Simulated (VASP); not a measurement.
A run of VASP 6.6.1:

File INCAR:

```
SYSTEM = Ti12Si
PREC     = Accurate       ! precision mode
ENCUT    = 520            ! plane-wave cutoff, eV
EDIFF    = 1E-6           ! SCF threshold, eV
ISMEAR   = 0              ! smearing method
SIGMA    = 0.1            ! smearing width, eV
LREAL    = .FALSE.        ! projectors in reciprocal space
LASPH    = .TRUE.         ! aspherical terms in the spheres
NELM     = 80             ! most SCF steps
ALGO     = Normal         ! electronic algorithm
ISIF     = 2              ! what is computed and relaxed
LWAVE    = .FALSE.        ! write WAVECAR
LCHARG   = .FALSE.        ! write CHGCAR
LDIPOL   = .TRUE.       
IDIPOL   = 3            
DIPOL    = 0.5 0.5 0.308
GGA      = PE             ! functional
IVDW     = 12             ! dispersion correction
NBANDS   = 86             ! bands
```

File KPOINTS:

```
Automatic mesh
0
G
  6 6 1
  0 0 0
```

POSCAR

```
Ti12Si
1.0
    5.7099611434      0.0000000000      0.0000000000
   -2.8549805717      4.9449714048      0.0000000000
    0.0000000000      0.0000000000     21.5932633302
Ti Si
12 1
Direct
    0.3333333333      0.1666666667      0.1852429593
    0.3333333333      0.6666666667      0.1852429593
    0.8333333333      0.1666666667      0.1852429593
    0.8333333333      0.6666666667      0.1852429593
    0.1666666667      0.3333333333      0.2894365806
    0.1666666667      0.8333333333      0.2894365806
    0.6666666667      0.3333333333      0.2894365806
    0.6666666667      0.8333333333      0.2894365806
    0.0000000000      0.0000000000      0.3933293083
    0.0000000000      0.5000000000      0.3933293083
    0.5000000000      0.0000000000      0.3933293083
    0.5000000000      0.5000000000      0.3933293083
    0.1666666667      0.0833333333      0.5368926018
```

Potentials or basis: VASP PAW PBE potentials, release 64 (Ti_sv, Si).

Run with:

```bash
$ cat potpaw_PBE.64/Ti_sv/POTCAR potpaw_PBE.64/Si/POTCAR > POTCAR
$ mpirun -np 1 vasp_std > vasp.out
```

Hardware: 1 thread of Intel(R) Xeon(R) Platinum 8488C (Sapphire Rapids) (shared host).

**Question.** How long does it take, and how much memory?

**Answer.** Run time: 32 min on 1 thread of Intel(R) Xeon(R) Platinum 8488C (Sapphire Rapids), on a shared host, peak memory 0.86 GiB. Counts: scf iterations 39, k points 13.
